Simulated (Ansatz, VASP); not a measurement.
Ti in VASP and in Ansatz

INCAR

```
SYSTEM = Ti
PREC = Accurate
ENCUT = 520
EDIFF = 1E-6
ISMEAR = -1
SIGMA = 0.1
LREAL = .FALSE.
LASPH = .TRUE.
NELM = 60
ALGO = Normal
ISIF = 2
LWAVE = .FALSE.
LCHARG = .FALSE.
GGA = PS
NBANDS = 12
```

KPOINTS

```
regular mesh
0
G
  10 10 10
  0 0 0
```

POSCAR

```
Ti
1.0
   -1.6410000000      1.6410000000      1.6410000000
    1.6410000000     -1.6410000000      1.6410000000
    1.6410000000      1.6410000000     -1.6410000000
Ti
1
Direct
    0.0000000000      0.0000000000      0.0000000000
```

Input for Ansatz:

```yaml
crystal:
  lattice:
    - [-1.641, 1.641, 1.641]
    - [1.641, -1.641, 1.641]
    - [1.641, 1.641, -1.641]
  atoms:
    - { symbol: Ti, position: [0.0, 0.0, 0.0] }
kpoints:
  mp_grid:
    grid: [10, 10, 10]
hamiltonian:
  xc: pbesol
  pseudopotentials:
    kind: paw
scf:
  occupations:
    method: fermi_dirac
    width: 0.1
output:
  stress: true
```

Alike in both runs: task single point; functional PBEsol; k mesh 10 × 10 × 10; occupations fermi-dirac, width 0.1 eV; no spin polarisation.

|  | VASP | Ansatz |
| --- | --- | --- |
| version | VASP 6.6.1 | Ansatz 0.2.0 |
| potentials or method | VASP PAW PBE potentials, release 64 (Ti_sv) | plane waves, PAW |
| plane-wave cutoff (eV) | 520 | 420 |
| valence electrons in the cell | 12 | 12 |

VASP gave:

* pressure (GPa): -6.5

Problem. Estimate Ansatz's values.

Solution. Pressure (GPa): -6.3.

VASP's potentials were made for PBE, not for PBEsol. The functional is the same, so the differences come from potentials, cutoffs and numerics.
